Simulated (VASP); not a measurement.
# MgS (P6_3mc) in VASP: notebook

The runs below take MgS through single point, with PBEsol, r2SCAN, PBE, PBE+D3(BJ).

Program: VASP 6.6.1. These are calculated values, not measurements. Logs are shortened: lines on timing, memory, paths and dates and some standing lists are left out, and cuts for length are marked.

### 1 The cell of the first run

It takes space group P6_3mc (No. 186, hexagonal). Conventional cell: a = 4.035 Å, b = 4.035 Å, c = 6.432 Å, α = 90.00°, β = 90.00°, γ = 120.00°. Mg (site symmetry 3m) has 4 S at 2.45 to 2.47 Å within 3.2 Å. Within 3.2 Å of S (site symmetry 3m) lie 4 Mg at 2.45 to 2.47 Å.

### 2 Single point, PBEsol

INCAR

```
  ALGO = Normal
  EDIFF = 1E-6
  ENCUT = 600
  GGA = PS
  GGA_COMPAT = F
  ISIF = 2
  ISMEAR = 1
  LASPH = T
  LCHARG = F
  LREAL = F
  LWAVE = F
  NBANDS = 16
  NELM = 120
  PREC = Accurate
  SIGMA = 0.27211386245988
```

KPOINTS

```
k-points
0
Gamma
  3 3 2
```

POSCAR

```
MgS
1.0
    4.0346224068      0.0000000000      0.0000000000
   -2.0173112034      3.4940854990      0.0000000000
    0.0000000000      0.0000000000      6.4322941800
Mg S
2 2
Direct
    0.6666666667      0.3333333333      0.4957548500
    0.3333333333      0.6666666667      0.9957548500
    0.3333333333      0.6666666667      0.3792441500
    0.6666666667      0.3333333333      0.8792441500
```

Potentials or basis: VASP PAW PBE potentials, release 64 (Mg, S).

Launch:

```bash
> cat potpaw_PBE.64/Mg/POTCAR potpaw_PBE.64/S/POTCAR > POTCAR
> mpirun -np 1 vasp_std > vasp.out
```

OUTCAR:

```text
EDIFF = 1E-6
   ENCUT = 600
   GGA = PS
   ISIF = 2
   ISMEAR = 1
   LASPH = T
   LREAL = F
   NELM = 120
   PREC = Accurate

 ion  position               nearest neighbor table
   1  0.667  0.333  0.496-   3 2.45   3 2.45   3 2.45   4 2.47
   2  0.333  0.667  0.996-   4 2.45   4 2.45   4 2.45   3 2.47
   3  0.333  0.667  0.379-   1 2.45   1 2.45   1 2.45   2 2.47
   4  0.667  0.333  0.879-   2 2.45   2 2.45   2 2.45   1 2.47

  LATTYP: Found a hexagonal cell.
 ALAT       =     4.0346224068
 C/A-ratio  =     1.5942741430

  Lattice vectors:

 A1 = (   4.0346224068,   0.0000000000,   0.0000000000)
 A2 = (  -2.0173112034,   3.4940854990,   0.0000000000)
 A3 = (   0.0000000000,   0.0000000000,   6.4322941800)

Analysis of symmetry for initial positions (statically):
=====================================================================
 Subroutine PRICEL returns:
 Original cell was already a primitive cell.

 Routine SETGRP: Setting up the symmetry group for a
 hexagonal supercell.

 Subroutine GETGRP returns: Found 12 space group operations
 (whereof  6 operations were pure point group operations)
 out of a pool of 24 trial point group operations.

The static configuration has the point symmetry C_3v.
 The point group associated with its full space group is C_6v.

Analysis of symmetry for dynamics (positions and initial velocities):
=====================================================================
 Subroutine PRICEL returns:
 Original cell was already a primitive cell.

 Routine SETGRP: Setting up the symmetry group for a
 hexagonal supercell.

 Subroutine GETGRP returns: Found 12 space group operations
 (whereof  6 operations were pure point group operations)
 out of a pool of 24 trial point group operations.

The dynamic configuration has the point symmetry C_3v.
 The point group associated with its full space group is C_6v.

 Subroutine INISYM returns: Found 12 space group operations
 (whereof  6 operations are pure point group operations),
 and found     1 'primitive' translations

----------------------------------------------------------------------------------------

                                     Primitive cell

  volume of cell :      90.6781

  direct lattice vectors                    reciprocal lattice vectors
     4.034622407  0.000000000  0.000000000     0.247854669  0.143098960  0.000000000
    -2.017311203  3.494085499  0.000000000     0.000000000  0.286197919  0.000000000
     0.000000000  0.000000000  6.432294180     0.000000000  0.000000000  0.155465526

  length of vectors
     4.034622407  4.034622407  6.432294180     0.286197919  0.286197919  0.155465526

  position of ions in fractional coordinates (direct lattice)
     0.666666667  0.333333333  0.495754850
     0.333333333  0.666666667  0.995754850
     0.333333333  0.666666667  0.379244150
     0.666666667  0.333333333  0.879244150

  ion indices of the primitive-cell ions
   primitive index   ion index
                 1           1
                 2           2
                 3           3
                 4           4

----------------------------------------------------------------------------------------

 KPOINTS: k-points

Automatic generation of k-mesh.
 Grid dimensions read from file:
 generate k-points for:    3    3    2

 Generating k-lattice:

  Cartesian coordinates                     Fractional coordinates (reciprocal lattice)
     0.082618223  0.047699653  0.000000000     0.333333333  0.000000000  0.000000000
     0.000000000  0.095399306  0.000000000     0.000000000  0.333333333  0.000000000
     0.000000000  0.000000000  0.077732763     0.000000000  0.000000000  0.500000000

  Length of vectors
     0.095399306  0.095399306  0.077732763

  Shift w.r.t. Gamma in fractional coordinates (k-lattice)
     0.000000000  0.000000000  0.000000000

 Subroutine IBZKPT returns following result:
 ===========================================

 Found      6 irreducible k-points:

 Following reciprocal coordinates:
            Coordinates               Weight
  0.000000  0.000000  0.000000      1.000000
  0.333333 -0.000000  0.000000      6.000000
  0.333333  0.333333  0.000000      2.000000
  0.000000  0.000000  0.500000      1.000000
  0.333333 -0.000000  0.500000      6.000000
  0.333333  0.333333  0.500000      2.000000
   k-points           NKPTS =      6   k-points in BZ     NKDIM =      6   number of bands    NBANDS=     16
   number of dos      NEDOS =    301   number of ions     NIONS =      4
   total plane-waves  NPLWV =  55296
   dimension x,y,z NGX =    32 NGY =   32 NGZ =   54
   dimension x,y,z NGXF=    64 NGYF=   64 NGZF=  108
   ions per type =               2   2
   NGX,Y,Z   is equivalent  to a cutoff of  13.19, 13.19, 13.96 a.u.
   NGXF,Y,Z  is equivalent  to a cutoff of  26.37, 26.37, 27.91 a.u.
 SYSTEM =  unknown system
   PREC   = accura    normal or accurate (medium, high low for compatibility)
   ISTART =      0    job   : 0-new  1-cont  2-samecut
   ICHARG =      2    charge: 1-file 2-atom 10-const
   ISPIN  =      1    spin polarized calculation?
   LNONCOLLINEAR =      F non collinear calculations
   LSORBIT =      F    spin-orbit coupling
   LASPH  =      T    aspherical Exc in radial PAW
   ENCUT  =  600.0 eV  44.10 Ry    6.64 a.u.   8.06  8.06 12.85*2*pi/ulx,y,z
   NELM   =    120;   NELMIN=  2; NELMDL= -5     # of ELM steps
   EDIFF  = 0.1E-05   stopping-criterion for ELM
   LREAL  =      F    real-space projection
   EDIFFG = 0.1E-04   stopping-criterion for IOM
   NSW    =      0    number of steps for IOM
   IBRION =     -1    ionic relax: 0-MD 1-quasi-New 2-CG
   NFREE  =      0    steps in history (QN), initial steepest desc. (CG)
   ISIF   =      2    stress and relaxation
   ISYM   =      2    0-nonsym 1-usesym 2-fastsym
   POTIM  = 0.5000    time-step for ionic-motion
   TEBEG  =    0.0;   TEEND  =   0.0 temperature during run
   PSTRESS=    0.0 pullay stress
   NELECT =      16.0000    total number of electrons
   NUPDOWN=      -1.0000    fix difference up-down
   EMIN   =  10.00;   EMAX   =-10.00  energy-range for DOS
   EFERMI =   0.00;   METHOD = LEGACY
   ISMEAR =     1;   SIGMA  =   0.27  broadening in eV -4-tet -1-fermi 0-gaus
   EFERMI_NEDOS =   21; number of points for ismear=-14 and -15
   IALGO  =     38    algorithm
   IMIX   =      4    mixing-type and parameters
     AMIX     =   0.40;   BMIX     =  1.00
     AMIX_MAG =   1.60;   BMIX_MAG =  1.00
  volume/ion in A,a.u.               =      22.67       152.98
  Fermi-wavevector in a.u.,A,eV,Ry     =   0.918221  1.735187 11.471486  0.843130
  Thomas-Fermi vector in A             =   2.043279
   LORBIT       =      0    0 simple, 1 ext, 2 COOP (PROOUT), +10 PAW based schemes
   GGA     = PS    functional components
   LHFCALC =     F    Hartree Fock is set to
   AEXX    =    0.0000 exact exchange contribution
   IVDW    =     0    specifies the selected vdW correction
   LEPSILON=     F    determine dielectric tensor
   LRPA    =     F    only Hartree local field effects (RPA)
 non-spin polarized calculation
 Methfessel and Paxton  Order N= 1 SIGMA  =   0.27
  energy-cutoff  :      600.00
  volume of cell :       90.68
 maximum number of plane-waves:      3038
   NGX = 17   NGY = 17   NGZ = 25

 number of electron      15.9999998 magnetization

 Free energy of the ion-electron system (eV)
  ---------------------------------------------------
  ext. energy  EPLUGINS =         0.00000000
  ---------------------------------------------------
  free energy    TOTEN  =       -17.77936242 eV

  energy without entropy =      -17.79199648  energy(sigma->0) =      -17.78357378

 E-fermi :   1.2496     XC(G=0):  -8.5592

 val. band max:        1.1560016741   @ k =   0.0000   0.0000   0.0000
 cond. band min:       4.4238644772   @ k =   0.0000   0.0000   0.0000
 fundamental gap:      3.2678628031
 Fermi energy:         1.2495837654

 k-point     1 :       0.0000    0.0000    0.0000
  band No.  band energies     occupation
      1     -10.2474      2.00000
      2      -9.5010      2.00000
      3      -2.1297      2.00000
      4       0.5796      2.00274
      5       0.5796      2.00274
      6       1.0063      2.02077
      7       1.0063      2.02077
      8       1.1560      1.54567
      9       4.4239     -0.00000
     10       5.7062     -0.00000
     11       8.5338      0.00000
     12       8.5338      0.00000
     13       9.2833      0.00000
     14       9.5680      0.00000
     15       9.5680      0.00000
     16      10.1135      0.00000

 k-point     2 :       0.3333   -0.0000    0.0000
  band No.  band energies     occupation
      1      -9.7902      2.00000
      2      -9.3293      2.00000
      3      -1.4858      2.00000
      4      -1.2379      2.00000
      5      -0.8571      2.00000
      6       0.0377      2.00000
      7       0.6363      2.00648
      8       0.7743      2.03313
      9       6.0305     -0.00000
     10       6.4639     -0.00000
     11       7.0483      0.00000
     12       8.6878      0.00000
     13       8.7859      0.00000
     14       9.4876      0.00000
     15       9.6855      0.00000
     16      11.1767      0.00000

 k-point     3 :       0.3333    0.3333    0.0000
  band No.  band energies     occupation
      1      -9.3856      2.00000
      2      -9.3856      2.00000
      3      -1.3727      2.00000
      4      -1.1652      2.00000
      5      -1.1652      2.00000
      6      -0.2225      2.00000
      7      -0.2212      2.00000
      8      -0.2212      2.00000
      9       5.8252     -0.00000
     10       8.0242      0.00000
     11       8.3770      0.00000
     12       8.3770      0.00000
     13       9.0095      0.00000
     14       9.0095      0.00000
     15      10.4827      0.00000
     16      11.3140      0.00000

 k-point     4 :       0.0000    0.0000    0.5000
  band No.  band energies     occupation
      1      -9.9053      2.00000
      2      -9.9053      2.00000
      3      -0.8033      2.00000
      4      -0.8033      2.00000
      5       0.7856      2.03664
      6       0.7856      2.03664
      7       0.7856      2.03664
      8       0.7856      2.03664
      9       5.9270     -0.00000
     10       5.9270     -0.00000
     11       8.6365      0.00000
     12       8.6365      0.00000
     13       8.6767      0.00000
     14       8.6767      0.00000
     15       8.6767      0.00000
     16       8.6767      0.00000

 k-point     5 :       0.3333   -0.0000    0.5000
  band No.  band energies     occupation
      1      -9.5674      2.00000
      2      -9.5674      2.00000
      3      -1.6156      2.00000
      4      -1.6156      2.00000
      5       0.2482      2.00000
      6       0.2482      2.00000
      7       0.3735      2.00005
      8       0.3735      2.00005
      9       5.9911     -0.00000
     10       5.9911     -0.00000
     11       7.6781      0.00000
     12       7.6781      0.00000
     13       9.7362      0.00000
     14       9.7362      0.00000
     15      10.1598      0.00000
     16      10.1598      0.00000

 k-point     6 :       0.3333    0.3333    0.5000
  band No.  band energies     occupation
      1      -9.3787      2.00000
      2      -9.3787      2.00000
      3      -1.6872      2.00000
      4      -1.6872      2.00000
      5      -0.8810      2.00000
      6      -0.8810      2.00000
      7       0.6263      2.00561
      8       0.6263      2.00561
      9       6.8036      0.00000
     10       6.8036      0.00000
     11       7.3867      0.00000
     12       7.3867      0.00000
     13       9.4567      0.00000
     14       9.4567      0.00000
     15      10.3402      0.00000
     16      10.3402      0.00000

------------------------ aborting loop because EDIFF is reached ----------------------------------------

  FORCE on cell =-STRESS in cart. coord.  units (eV):
  Direction    XX          YY          ZZ          XY          YZ          ZX
  --------------------------------------------------------------------------------------
  -------------------------------------------------------------------------------------
  Total        0.1188945      0.1188945     -0.5483162      0.0000000      0.0000000      0.0000000
  in kB        2.1007283      2.1007283     -9.6881160      0.0000000      0.0000000      0.0000000
  external PRESSURE =      -1.8288865 kB  Pullay stress =       0.0000000 kB

 VOLUME and BASIS-vectors are now :
 -----------------------------------------------------------------------------
  energy-cutoff  :      600.00
  volume of cell :       90.68
      direct lattice vectors                 reciprocal lattice vectors
     4.034622407  0.000000000  0.000000000     0.247854669  0.143098960  0.000000000
    -2.017311203  3.494085499  0.000000000     0.000000000  0.286197919  0.000000000
     0.000000000  0.000000000  6.432294180     0.000000000  0.000000000  0.155465526

 POSITION                                       TOTAL-FORCE (eV/Angst)
 -----------------------------------------------------------------------------------
      2.01731      1.16470      3.18884         0.000000      0.000000      0.010869
     -0.00000      2.32939      6.40499         0.000000      0.000000      0.010869
     -0.00000      2.32939      2.43941        -0.000000      0.000000     -0.010869
      2.01731      1.16470      5.65556         0.000000     -0.000000     -0.010869
 -----------------------------------------------------------------------------------
    total drift:                               -0.000000      0.000000     -0.000207

  FREE ENERGIE OF THE ION-ELECTRON SYSTEM (eV)
  ---------------------------------------------------
  free  energy   TOTEN  =       -17.7793624243 eV

  energy  without entropy=      -17.7919964822  energy(sigma->0) =      -17.78357378
```

Run time: 24 s. Hardware: 1 thread of Intel Xeon 8259CL, shared host; peak memory 0.22 GiB.

Results:

| Property | Result |
| --- | --- |
| Free energy | -17.7794 eV |
| Pressure | -0.2 GPa |
| Largest force | 0.011 eV/Å |
| Band gap on the k mesh | 3.27 eV, direct |

Forces in eV/Å, atoms in the order of the input:
```
Mg   0.000  0.000  0.011
Mg   0.000  0.000  0.011
S    0.000  0.000 -0.011
S    0.000  0.000 -0.011
```

Stress tensor (GPa, compression positive):
```
 0.21  0.00  0.00
 0.00  0.21  0.00
 0.00  0.00 -0.97
```

Caveat: the k points lie up to 0.60 Å⁻¹ apart; the PAW data sets were made with another functional, which shifts forces and pressure a little. A hybrid or GW would open this gap; PBEsol tends to underestimate it.

### 3 Single point, r2SCAN

POSCAR is that of step 2.

INCAR.step1

```
SYSTEM = MgS
PREC = Accurate
ENCUT = 660
ISMEAR = 0
SIGMA = 0.1
LREAL = .FALSE.
LASPH = .TRUE.
NELM = 120
NBANDS = 16
GGA = PE
ALGO = Normal
EDIFF = 1E-5
LWAVE = .TRUE.
LCHARG = .FALSE.
GGA_COMPAT = .FALSE.
```

INCAR.step2

```
SYSTEM = MgS
PREC = Accurate
ENCUT = 660
EDIFF = 1E-6
ISMEAR = 0
SIGMA = 0.1
LREAL = .FALSE.
LASPH = .TRUE.
NELM = 120
ALGO = Normal
ISIF = 2
LWAVE = .FALSE.
LCHARG = .FALSE.
METAGGA = R2SCAN
LMIXTAU = .TRUE.
NBANDS = 16
ISTART = 1
GGA_COMPAT = .FALSE.
```

KPOINTS

```
regular mesh
0
G
  3 3 1
  0 0 0
```

Potentials or basis: VASP PAW PBE potentials, release 64 (Mg, S).

Launch:

```bash
> cat potpaw_PBE.64/Mg/POTCAR potpaw_PBE.64/S/POTCAR > POTCAR
> cp INCAR.step1 INCAR
> mpirun -np 1 vasp_std > vasp.out
> cp INCAR.step2 INCAR
> mpirun -np 1 vasp_std > vasp.out
```

Wall time 2.2 min (1 thread of Intel Xeon 8259CL, shared host); peak memory 0.27 GiB.

It converged, with:

| Property | Result |
| --- | --- |
| Free energy | -30.9688 eV |
| Pressure | -0.3 GPa |
| Largest force | 0.055 eV/Å |
| Band gap on the k mesh | 4.10 eV, direct |

Forces in eV/Å, atoms in the order of the input:
```
Mg   0.000  0.000  0.055
Mg   0.000  0.000  0.055
S    0.000  0.000 -0.055
S    0.000  0.000 -0.055
```

Stress tensor (GPa, compression positive):
```
 0.41  0.00  0.00
 0.00  0.41  0.00
 0.00  0.00 -1.85
```

Levels at points of the mesh, in eV from the valence-band top:
```tsv
k point	band 6	band 7	band 8	band 9	band 10	band 11
(0.00, 0.00, 0.00)	-0.18	-0.18	0.00	4.10	5.34	8.07
```

Caveat: the k points lie up to 0.98 Å⁻¹ apart; the PAW data sets were made with another functional, which shifts forces and pressure a little.

[end of part 1 of 2]
